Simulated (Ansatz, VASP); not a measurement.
## One calculation of Si4O, two programs

```
Si O
1.0
     4.84988    0.00000    0.00000
     0.00000    4.84988    0.00000
     0.00000    0.00000    3.13806
Si O
4 1
Direct
  0.68120 0.68459 0.50000
  0.31880 0.31541 0.50000
  0.31541 0.68120 0.50000
  0.68459 0.31880 0.50000
  0.50000 0.50000 0.00000
```

Alike in both runs: task single point; functional PBE; k mesh 4 × 4 × 6; occupations gaussian, width 0.1 eV; collinear spin.

|  | VASP | Ansatz |
| --- | --- | --- |
| version | VASP 6.6.1 | Ansatz 0.2.0 |
| potentials or method | VASP PAW PBE potentials, release 64 (Si, O), cutoff 520 eV | scalar-relativistic, plane waves, PAW |
| valence electrons in the cell | 22 | 22 |

|  | VASP | Ansatz | Ansatz less VASP |
| --- | --- | --- | --- |
| gap on the k mesh at the Fermi level (eV) | none | none | - |
| rms of the force components (eV/Å) | 12.625 | 12.734 | +0.1095 |
| net moment per atom (μB) | 0.00 | 0.00 | 0.000 |

Atom by atom the forces differ by 0.110 eV/Å (rms over components). A gap of «none» marks a metal or a gap that the smearing closes. Ansatz's warnings: seeded moment not kept.
